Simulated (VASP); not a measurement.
A run of VASP 6.6.1:

INCAR

```
ALGO = Normal ; EDIFF = 1E-7
ENCUT = 520 ; GGA = PE
ISIF = 2 ; ISMEAR = -1
IVDW = 12 ; LASPH = T
LCHARG = F ; LREAL = Auto
LWAVE = F ; NBANDS = 36
NELM = 60 ; PREC = Accurate
SIGMA = 0.02
```

Contents of KPOINTS:

```
k-points
0
Gamma
  1 1 1
```

File POSCAR:

```
H4O
1.0
    4.1424120000      0.0000000000      0.0000000000
    0.0000000000      4.1424120000      0.0000000000
    0.0000000000      0.0000000000      4.1424120000
O H
4 16
Direct
    0.1978316015      0.5468070293      0.9402010230
    0.6968886726      0.2943937011      0.1895031204
    0.2065221905      0.0147981418      0.4668536109
    0.6916260382      0.7924127296      0.6794833541
    0.1927620913      0.5814245420      0.4795032459
    0.1459777540      0.2830476544      0.9111841121
    0.6316126933      0.3124749542     -0.0639965315
    0.6939676691      0.0279064468      0.2119538086
   -0.0089802753     -0.0936893771      0.5389613587
    0.2084534324      0.0349071990      0.2190994039
    0.4780065334      0.8808394723      0.5738685577
    0.6519872963      0.5389854993      0.6714686999
    0.2006801834      0.5412064276      0.1936794312
    0.1952485653      0.3784992898      0.4475170505
    0.6955609437      0.7309509532      0.2419121999
    0.6788315600      0.7732692933      0.0320586171
    0.1734496714     -0.1553925587     -0.0865920628
    0.2002939350      0.0540264947     -0.0536402463
    0.6870151979      0.2791610299      0.6957299274
    0.6447451388      0.3070674766      0.4734439742
```

Potentials or basis: VASP PAW PBE potentials, release 64 (O, H).

Command:

```bash
$ cat potpaw_PBE.64/O/POTCAR potpaw_PBE.64/H/POTCAR > POTCAR
$ mpirun -np 1 vasp_gam > vasp.out
```

Hardware: 1 thread of Intel(R) Xeon(R) Platinum 8375C CPU @ 2.90GHz (Ice Lake) (shared host).

Q: Estimate the wall time of this run.

A: Wall time 8.8 s on 1 thread of Intel(R) Xeon(R) Platinum 8375C CPU @ 2.90GHz (Ice Lake) (shared host), peak memory 0.23 GiB. Counts: scf iterations 14, k points 1.
